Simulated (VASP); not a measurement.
Input of a VASP 6.6.1 run:

POSCAR

```
NaF
1.0
    0.0000000000      2.3502977262      2.3502977262
    2.3502977262      0.0000000000      2.3502977262
    2.3502977262      2.3502977262      0.0000000000
Na F
1 1
Direct
    0.0000000000      0.0000000000      0.0000000000
    0.5000000000      0.5000000000      0.5000000000
```

INCAR.step1

```
SYSTEM = NaF
ALGO = Normal
EDIFF = 1E-4
ENCUT = 600
GGA = PE
ISMEAR = -1
LASPH = .TRUE.
LCHARG = .FALSE.
LREAL = .FALSE.
LWAVE = .TRUE.
NELM = 100
PREC = Accurate
SIGMA = 0.02
```

File INCAR.step2:

```
SYSTEM = NaF
ALGO = Normal
EDIFF = 1E-7
EDIFFG = -0.005
ENCUT = 600
IBRION = 2
ISIF = 3
ISMEAR = -1
ISTART = 1
LASPH = .TRUE.
LCHARG = .FALSE.
LMIXTAU = .TRUE.
LREAL = .FALSE.
LWAVE = .FALSE.
METAGGA = R2SCAN
NELM = 100
NSW = 80
PREC = Accurate
SIGMA = 0.02
```

Contents of KPOINTS:

```
k-points
0
G
  8 8 8
  0 0 0
```

Potentials or basis: VASP PAW PBE potentials, release 64 (Na_pv, F).

Launch:

```bash
$ cat potpaw_PBE.64/Na_pv/POTCAR potpaw_PBE.64/F/POTCAR > POTCAR
$ cp INCAR.step1 INCAR
$ mpirun -np 1 vasp_std > vasp.out
$ cp INCAR.step2 INCAR
$ mpirun -np 1 vasp_std > vasp.out
```

Question: What does it give for the relaxed cell?

Answer: a = 3.232 Å, b = 3.232 Å, c = 3.232 Å, α = 60.00°, β = 60.00°, γ = 60.00°.

Question: What does it give for the space group after relaxing (to 0.05 Å)?

Answer: Fm-3m (No. 225).

Final structure:
```xyz
2
Lattice="0.0000 2.2853 2.2853 2.2853 0.0000 2.2853 2.2853 2.2853 0.0000" Properties=species:S:1:pos:R:3 pbc="T T T"
Na    4.5706    2.2853    2.2853
F     2.2853    2.2853    2.2853
```
